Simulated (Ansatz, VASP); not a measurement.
## Tl: VASP beside Ansatz

INCAR

```
ALGO = Normal ; EDIFF = 1E-7
ENCUT = 520 ; GGA = PE
ISIF = 2 ; ISMEAR = -1
LASPH = T ; LCHARG = F
LREAL = F ; LWAVE = F
NBANDS = 20 ; NELM = 80
PREC = Accurate ; SIGMA = 0.05
```

KPOINTS

```
k-points
0
Gamma
  10 10 10
```

Contents of POSCAR:

```
Tl
1.0
    0.0000000000      3.4372834336      3.4372834336
    3.4372834336      0.0000000000      3.4372834336
    3.4372834336      3.4372834336      0.0000000000
Tl
2
Direct
   -0.1250000000     -0.1250000000     -0.1250000000
    0.1250000000      0.1250000000      0.1250000000
```

Input for Ansatz:

```yaml
crystal:
  lattice:
    - [0.0, 3.4372834336, 3.4372834336]
    - [3.4372834336, 0.0, 3.4372834336]
    - [3.4372834336, 3.4372834336, 0.0]
  atoms:
    - { symbol: Tl, position: [-0.125, -0.125, -0.125] }
    - { symbol: Tl, position: [0.125, 0.125, 0.125] }
kpoints:
  mp_grid: { grid: [10, 10, 10] }
scf:
  occupations: { method: fermi_dirac, width: 0.05 }
hamiltonian:
  xc: pbe
  pseudopotentials: { kind: all_electron, datasets: crystal }
output:
  forces: true
  stress: true
  eigenvalues: true
```

Change from the starting cell: volume scaled by 0.9, crystal datasets.

Alike in both runs: task single point; functional PBE; k mesh 10 × 10 × 10; occupations fermi-dirac, width 0.05 eV; no spin polarisation.

```csv
,VASP,Ansatz
version,VASP 6.6.1,Ansatz 0.2.0
potentials or method,"VASP PAW PBE potentials, release 64 (Tl_d), cutoff 520 eV","all-electron PAW with datasets made for the crystal, scalar-relativistic"
```

```tsv
	VASP	Ansatz	Ansatz less VASP
pressure (GPa)	1.9	1.9	+0.05
```

Ansatz ran all-electron here, and VASP with PAW potentials.

Neither program's run includes spin-orbit coupling.
